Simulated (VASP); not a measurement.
# MgS (Imm2) in VASP: further runs

Runs on MgS. Level: r2SCAN. Tasks: single point.

Program: VASP 6.6.1. These are calculated values, not measurements. Logs are shortened: lines on timing, memory, paths and dates and some standing lists are left out, and cuts for length are marked.

## 1. The cell of the first run

The structure is orthorhombic, space group Imm2 (No. 44). The conventional cell has a = 3.679 Å, b = 5.203 Å, c = 3.679 Å, α = 90.00°, β = 90.00°, γ = 90.00°. Within 3.3 Å of Mg (site symmetry mm2) lie 6 S at 2.53 to 2.67 Å. S (site symmetry mm2) has 6 Mg at 2.53 to 2.67 Å within 3.3 Å.

## 2. Single point, r2SCAN (all Mg atoms moved -0.100 Å, as atom 1 along Cartesian [1 1 0])

The input, POSCAR:

```
MgS
1.0
    0.0000000000      2.6016500000      2.6016500000
    2.6016500000      0.0000000000      2.6016500000
    2.6016500000      2.6016500000      0.0000000000
Mg S
1 1
Direct
    0.0000000000      0.0000000000     -0.0271791663
    0.5000000000      0.5000000000      0.5000000000
```

The input, INCAR.step1:

```
SYSTEM = MgS
PREC = Accurate ; ENCUT = 520
ISMEAR = 0 ; SIGMA = 0.05
LREAL = .False. ; LASPH = .True.
NELM = 80 ; NBANDS = 11
GGA = PE ; ALGO = Normal
EDIFF = 1E-4 ; LWAVE = .True.
LCHARG = .False.
```

The input, INCAR.step2:

```
SYSTEM = MgS
PREC = Accurate ; ENCUT = 520
EDIFF = 1E-6 ; ISMEAR = 0
SIGMA = 0.05 ; LREAL = .False.
LASPH = .True. ; NELM = 80
ALGO = Normal ; ISIF = 2
LWAVE = .False. ; LCHARG = .False.
METAGGA = R2SCAN ; LMIXTAU = .True.
NBANDS = 11 ; ISTART = 1
```

The input, KPOINTS:

```
regular mesh
0
Gamma
  8 8 8
  0 0 0
```

Potentials or basis: VASP PAW PBE potentials, release 64 (Mg, S).

Started as:

```console
$ cat potpaw_PBE.64/Mg/POTCAR potpaw_PBE.64/S/POTCAR > POTCAR
$ cp INCAR.step1 INCAR
$ mpirun -np 1 vasp_std > vasp.out
$ cp INCAR.step2 INCAR
$ mpirun -np 1 vasp_std > vasp.out
```

OUTCAR:

```text
SYSTEM = MgS
   PREC = Accurate
   ENCUT = 520
   EDIFF = 1E-6
   ISMEAR = 0
   LREAL = .False.
   LASPH = .True.
   NELM = 80
   ISIF = 2
   METAGGA = R2SCAN
   ISTART = 1

 ion  position               nearest neighbor table
   1  0.000  0.000  0.973-   2 2.53   2 2.53   2 2.60   2 2.60   2 2.67   2 2.67
   2  0.500  0.500  0.500-   1 2.53   1 2.53   1 2.60   1 2.60   1 2.67   1 2.67

  LATTYP: Found a face centered cubic cell.
 ALAT       =     5.2033000000

  Lattice vectors:

 A1 = (   0.0000000000,   2.6016500000,   2.6016500000)
 A2 = (   2.6016500000,   0.0000000000,   2.6016500000)
 A3 = (   2.6016500000,   2.6016500000,   0.0000000000)

Analysis of symmetry for initial positions (statically):
=====================================================================
 Subroutine PRICEL returns:
 Original cell was already a primitive cell.

 Routine SETGRP: Setting up the symmetry group for a
 face centered cubic supercell.

 Subroutine GETGRP returns: Found  4 space group operations
 (whereof  4 operations were pure point group operations)
 out of a pool of 48 trial point group operations.

The static configuration has the point symmetry C_2v.

Analysis of symmetry for dynamics (positions and initial velocities):
=====================================================================
 Subroutine PRICEL returns:
 Original cell was already a primitive cell.

 Routine SETGRP: Setting up the symmetry group for a
 face centered cubic supercell.

 Subroutine GETGRP returns: Found  4 space group operations
 (whereof  4 operations were pure point group operations)
 out of a pool of 48 trial point group operations.

The dynamic configuration has the point symmetry C_2v.

 Subroutine INISYM returns: Found  4 space group operations
 (whereof  4 operations are pure point group operations),
 and found     1 'primitive' translations

----------------------------------------------------------------------------------------

                                     Primitive cell

  volume of cell :      35.2190

  direct lattice vectors                    reciprocal lattice vectors
     0.000000000  2.601650000  2.601650000    -0.192185728  0.192185728  0.192185728
     2.601650000  0.000000000  2.601650000     0.192185728 -0.192185728  0.192185728
     2.601650000  2.601650000  0.000000000     0.192185728  0.192185728 -0.192185728

  length of vectors
     3.679288715  3.679288715  3.679288715     0.332875446  0.332875446  0.332875446

  position of ions in fractional coordinates (direct lattice)
     0.000000000  0.000000000  0.972820834
     0.500000000  0.500000000  0.500000000

  ion indices of the primitive-cell ions
   primitive index   ion index
                 1           1
                 2           2

----------------------------------------------------------------------------------------

 KPOINTS: regular mesh

Automatic generation of k-mesh.
 Grid dimensions read from file:
 generate k-points for:    8    8    8

 Generating k-lattice:

  Cartesian coordinates                     Fractional coordinates (reciprocal lattice)
    -0.024023216  0.024023216  0.024023216     0.125000000  0.000000000  0.000000000
     0.024023216 -0.024023216  0.024023216     0.000000000  0.125000000  0.000000000
     0.024023216  0.024023216 -0.024023216     0.000000000  0.000000000  0.125000000

  Length of vectors
     0.041609431  0.041609431  0.041609431

  Shift w.r.t. Gamma in fractional coordinates (k-lattice)
     0.000000000  0.000000000  0.000000000

 Subroutine IBZKPT returns following result:
 ===========================================

 Found     95 irreducible k-points:

 Following reciprocal coordinates:
            Coordinates               Weight
  0.000000  0.000000  0.000000      1.000000
  0.125000  0.000000  0.000000      4.000000
  0.000000  0.000000  0.125000      4.000000
  0.250000  0.000000  0.000000      4.000000
  0.000000  0.000000  0.250000      4.000000
  0.375000  0.000000  0.000000      4.000000
[... 16 lines left out ...]
  0.125000  0.125000 -0.375000      4.000000
 -0.375000  0.125000  0.000000      4.000000
 [... further k-points ...]
   k-points           NKPTS =     95   k-points in BZ     NKDIM =     95   number of bands    NBANDS=     11
   number of dos      NEDOS =    301   number of ions     NIONS =      2
   total plane-waves  NPLWV =  21952
   dimension x,y,z NGX =    28 NGY =   28 NGZ =   28
   dimension x,y,z NGXF=    56 NGYF=   56 NGZF=   56
   ions per type =               1   1
   NGX,Y,Z   is equivalent  to a cutoff of  12.65, 12.65, 12.65 a.u.
   NGXF,Y,Z  is equivalent  to a cutoff of  25.30, 25.30, 25.30 a.u.
 SYSTEM =  MgS
   PREC   = accura    normal or accurate (medium, high low for compatibility)
   ISTART =      1    job   : 0-new  1-cont  2-samecut
   ICHARG =      0    charge: 1-file 2-atom 10-const
   ISPIN  =      1    spin polarized calculation?
   LNONCOLLINEAR =      F non collinear calculations
   LSORBIT =      F    spin-orbit coupling
   LASPH  =      T    aspherical Exc in radial PAW
   ENCUT  =  520.0 eV  38.22 Ry    6.18 a.u.   6.84  6.84  6.84*2*pi/ulx,y,z
   NELM   =     80;   NELMIN=  2; NELMDL=  0     # of ELM steps
   EDIFF  = 0.1E-05   stopping-criterion for ELM
   LREAL  =      F    real-space projection
   EDIFFG = 0.1E-04   stopping-criterion for IOM
   NSW    =      0    number of steps for IOM
   IBRION =     -1    ionic relax: 0-MD 1-quasi-New 2-CG
   NFREE  =      0    steps in history (QN), initial steepest desc. (CG)
   ISIF   =      2    stress and relaxation
   ISYM   =      2    0-nonsym 1-usesym 2-fastsym
   POTIM  = 0.5000    time-step for ionic-motion
   TEBEG  =    0.0;   TEEND  =   0.0 temperature during run
   PSTRESS=    0.0 pullay stress
   NELECT =       8.0000    total number of electrons
   NUPDOWN=      -1.0000    fix difference up-down
   EMIN   =  10.00;   EMAX   =-10.00  energy-range for DOS
   EFERMI =   0.00;   METHOD = LEGACY
   ISMEAR =     0;   SIGMA  =   0.05  broadening in eV -4-tet -1-fermi 0-gaus
   EFERMI_NEDOS =   21; number of points for ismear=-14 and -15
   IALGO  =     38    algorithm
   IMIX   =      4    mixing-type and parameters
     AMIX     =   0.40;   BMIX     =  1.00
     AMIX_MAG =   1.60;   BMIX_MAG =  1.00
  volume/ion in A,a.u.               =      17.61       118.83
  Fermi-wavevector in a.u.,A,eV,Ry     =   0.998878  1.887606 13.575323  0.997758
  Thomas-Fermi vector in A             =   2.131131
   LORBIT       =      0    0 simple, 1 ext, 2 COOP (PROOUT), +10 PAW based schemes
   METAGGA = R2SCAN    functional components
   LHFCALC =     F    Hartree Fock is set to
   AEXX    =    0.0000 exact exchange contribution
   IVDW    =     0    specifies the selected vdW correction
   LEPSILON=     F    determine dielectric tensor
   LRPA    =     F    only Hartree local field effects (RPA)
 non-spin polarized calculation
 Gauss-broadening in eV      SIGMA  =   0.05
  energy-cutoff  :      520.00
  volume of cell :       35.22
 maximum number of plane-waves:       960
   NGX = 13   NGY = 13   NGZ = 13

 number of electron       8.0000000 magnetization

 Free energy of the ion-electron system (eV)
  ---------------------------------------------------
  ext. energy  EPLUGINS =         0.00000000
  ---------------------------------------------------
  free energy    TOTEN  =       -15.49638747 eV

  energy without entropy =      -15.49638747  energy(sigma->0) =      -15.49638747

 E-fermi :   3.7512     XC(G=0): -10.0871

 val. band max:        3.4909279185   @ k =   0.0000   0.0000   0.0000
 cond. band min:       6.9268020269   @ k =   0.5000   0.5000   0.0000
 fundamental gap:      3.4358741083
 Fermi energy:         3.7511559070

 k-point     1 :       0.0000    0.0000    0.0000
  band No.  band energies     occupation
      1      -9.6936      2.00000
      2       3.4734      2.00000
      3       3.4907      2.00000
      4       3.4909      2.00000
      5       8.1025      0.00000
      6      12.0171      0.00000
      7      12.0185      0.00000
      8      12.0336      0.00000
      9      14.4469      0.00000
     10      14.4616      0.00000
     11      17.0134      0.00000

 k-point     2 :       0.1250    0.0000    0.0000
  band No.  band energies     occupation
      1      -9.5385      2.00000
      2       2.4686      2.00000
      3       3.3798      2.00000
      4       3.3873      2.00000
      5       8.8548      0.00000
      6      11.7379      0.00000
      7      12.2836      0.00000
      8      12.3013      0.00000
      9      13.8522      0.00000
     10      13.8811      0.00000
     11      17.2565      0.00000

 k-point     3 :       0.0000    0.0000    0.1250
  band No.  band energies     occupation
      1      -9.5386      2.00000
      2       2.4785      2.00000
      3       3.3684      2.00000
      4       3.3862      2.00000
      5       8.8597      0.00000
      6      11.7487      0.00000
      7      12.2805      0.00000
      8      12.2830      0.00000
      9      13.8652      0.00000
     10      13.8681      0.00000
     11      17.2828      0.00000

 k-point     4 :       0.2500    0.0000    0.0000
  band No.  band energies     occupation
      1      -9.1203      2.00000
      2       0.6881      2.00000
      3       3.1493      2.00000
      4       3.1572      2.00000
      5       9.1906      0.00000
      6      11.9278      0.00000
      7      11.9296      0.00000
      8      12.6082      0.00000
      9      14.4537      0.00000
     10      14.4938      0.00000
     11      16.4394      0.00000
[... 239 lines left out ...]
 k-point    22 :       0.1250    0.0000    0.5000
  band No.  band energies     occupation
      1      -8.3169      2.00000
      2      -1.1372      2.00000
      3       2.2336      2.00000
      4       2.6695      2.00000
      5       9.3169      0.00000
      6      10.4597      0.00000
      7      11.5970      0.00000
      8      14.4363      0.00000
      9      16.4723      0.00000
     10      18.4149      0.00000
     11      18.5878      0.00000

 k-point    23 :       0.1250    0.1250   -0.3750
  band No.  band energies     occupation
      1      -8.3168      2.00000
      2      -1.1375      2.00000
      3       2.2451      2.00000
      4       2.6569      2.00000
      5       9.3218      0.00000
      6      10.4548      0.00000
      7      11.5972      0.00000
      8      14.4195      0.00000
      9      16.5108      0.00000
     10      18.4120      0.00000
     11      18.5960      0.00000

 k-point    24 :      -0.3750    0.1250    0.0000
  band No.  band energies     occupation
      1      -8.3992      2.00000
      2      -0.9532      2.00000
      3       2.1151      2.00000
      4       2.8563      2.00000
      5       9.5023      0.00000
      6      10.6036      0.00000
      7      11.4765      0.00000
      8      14.2762      0.00000
      9      16.2411      0.00000
     10      16.9749      0.00000
     11      19.3508      0.00000

 [... further k-points ...]
[... 5 lines left out ...]
  --------------------------------------------------------------------------------------
  -------------------------------------------------------------------------------------
  Total        0.0179456      0.0179456     -0.1220086     -0.0145373      0.0000000      0.0000000
  in kB        0.8163772      0.8163772     -5.5503996     -0.6613277      0.0000000      0.0000000
  external PRESSURE =      -1.3058818 kB  Pullay stress =       0.0000000 kB

 VOLUME and BASIS-vectors are now :
 -----------------------------------------------------------------------------
  energy-cutoff  :      520.00
  volume of cell :       35.22
      direct lattice vectors                 reciprocal lattice vectors
     0.000000000  2.601650000  2.601650000    -0.192185728  0.192185728  0.192185728
     2.601650000  0.000000000  2.601650000     0.192185728 -0.192185728  0.192185728
     2.601650000  2.601650000  0.000000000     0.192185728  0.192185728 -0.192185728

 POSITION                                       TOTAL-FORCE (eV/Angst)
 -----------------------------------------------------------------------------------
      2.53094      2.53094      0.00000         0.201630      0.201630     -0.000000
      2.60165      2.60165      2.60165        -0.201630     -0.201630      0.000000
 -----------------------------------------------------------------------------------
    total drift:                                0.000355      0.000355      0.000000

  FREE ENERGIE OF THE ION-ELECTRON SYSTEM (eV)
  ---------------------------------------------------
  free  energy   TOTEN  =       -15.4963874700 eV

  energy  without entropy=      -15.4963874700  energy(sigma->0) =      -15.49638747
```

Run time: 64 s. Hardware: 1 thread of Intel Xeon 6975P-C (Granite Rapids), shared host; peak memory 0.18 GiB.

Results:

* Free energy: -15.4964 eV
* Pressure: -0.1 GPa
* Largest force: 0.285 eV/Å
* Band gap on the k mesh: 3.44 eV, indirect (least direct gap 4.61 eV)

Forces on the atoms (eV/Å):
```
Mg   0.202  0.202  0.000
S   -0.202 -0.202  0.000
```

Levels at points of the mesh, in eV from the valence-band top:
| k point | band 2 | band 3 | band 4 | band 5 | band 6 | band 7 |
| --- | --- | --- | --- | --- | --- | --- |
| (0.00, 0.00, 0.00) | -0.02 | 0.00 | 0.00 | 4.61 | 8.53 | 8.53 |
| (0.50, 0.00, 0.00) | -4.88 | -0.62 | -0.62 | 5.21 | 7.51 | 7.52 |
| (0.00, 0.00, 0.50) | -4.87 | -0.63 | -0.62 | 5.22 | 7.50 | 7.51 |
| (0.50, 0.50, 0.00) | -4.27 | -1.74 | -1.72 | 3.44 | 4.92 | 13.14 |
| (0.00, 0.50, 0.50) | -4.27 | -1.73 | -1.73 | 3.44 | 4.92 | 13.13 |

Caveat: the cell differs from its parent crystal (all Mg atoms moved -0.100 Å, as atom 1 along Cartesian [1 1 0]); the PAW data sets were made with another functional, which shifts forces and pressure a little. A k mesh can miss the band edges.

(Continued in part 2 of 2.)
